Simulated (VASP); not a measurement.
# HC12: single point with PBE

System: HC12, a slab with vacuum.

```
CELL_PARAMETERS angstrom
5.05093 0.00000 0.00000
0.00000 5.05093 0.00000
0.00000 0.00000 22.37549
ATOMIC_POSITIONS crystal
C 0.00000 0.25000 0.17877
C 0.00000 0.75000 0.17877
C 0.50000 0.25000 0.17877
C 0.50000 0.75000 0.17877
C 0.00000 0.00000 0.21867
C 0.00000 0.50000 0.21867
C 0.50000 0.00000 0.21867
C 0.50000 0.50000 0.21867
C 0.25000 0.00000 0.25858
C 0.25000 0.50000 0.25858
C 0.75000 0.00000 0.25858
C 0.75000 0.50000 0.25858
C 0.25000 0.25000 0.29760
C 0.25000 0.75000 0.29760
C 0.75000 0.25000 0.29760
C 0.75000 0.75000 0.29760
C 0.00000 0.25000 0.33949
C 0.00000 0.75000 0.33949
C 0.50000 0.25000 0.33949
C 0.50000 0.75000 0.33949
C 0.00000 0.00000 0.37432
C 0.00000 0.50000 0.37432
C 0.50000 0.00000 0.37432
C 0.50000 0.50000 0.37432
H 0.81696 0.37500 0.40873
H 0.18304 0.37500 0.40873
```

* Program: VASP 6.6.1
* Task: single point
* Functional: PBE
* Potentials or basis: VASP PAW PBE potentials, release 64 (C, H)
* Cutoff: 520 eV
* k mesh: 5 × 5 × 1
* Occupations: gaussian, width 0.05 eV
* Spin: no spin polarisation

```yaml
Largest_force: 6.187 eV/Å
Band_gap_on_the_k_mesh: zero (bands 49 and 50 overlap by 0.22 eV)
```

Forces on the atoms (eV/Å):
```
C    0.000  0.023  2.154
C    0.000 -0.030  2.141
C    0.000  0.044  2.218
C    0.000 -0.054  2.210
C    0.000 -0.001 -2.510
C    0.000  0.012 -2.489
C    0.000 -0.051 -2.514
C    0.000  0.017 -2.597
C    0.166  0.032  0.125
C    0.098 -0.048  0.210
C   -0.166  0.032  0.125
C   -0.098 -0.048  0.210
C   -0.298 -0.116 -0.050
C   -0.219 -0.207  0.197
C    0.298 -0.116 -0.050
C    0.219 -0.207  0.197
C    0.000 -0.869 -2.937
C    0.000  0.828 -0.042
C    0.000 -0.088 -0.454
C    0.000  0.178  0.083
C    0.000  0.348  0.495
C    0.000 -4.899  3.778
C    0.000  0.230  0.158
C    0.000 -1.081  0.643
H    0.676  3.036 -0.652
H   -0.676  3.036 -0.652
```

Levels at points of the mesh, in eV from the Fermi level:
```
           k point  band 46  band 47  band 48  band 49  band 50  band 51  band 52  band 53
(0.00, 0.00, 0.00)    -1.16    -0.87    -0.32    -0.22    -0.20     0.06     0.69     2.18
```

Run time: 29 min on 1 thread of Intel Xeon 8259CL (shared host), peak memory 0.67 GiB.
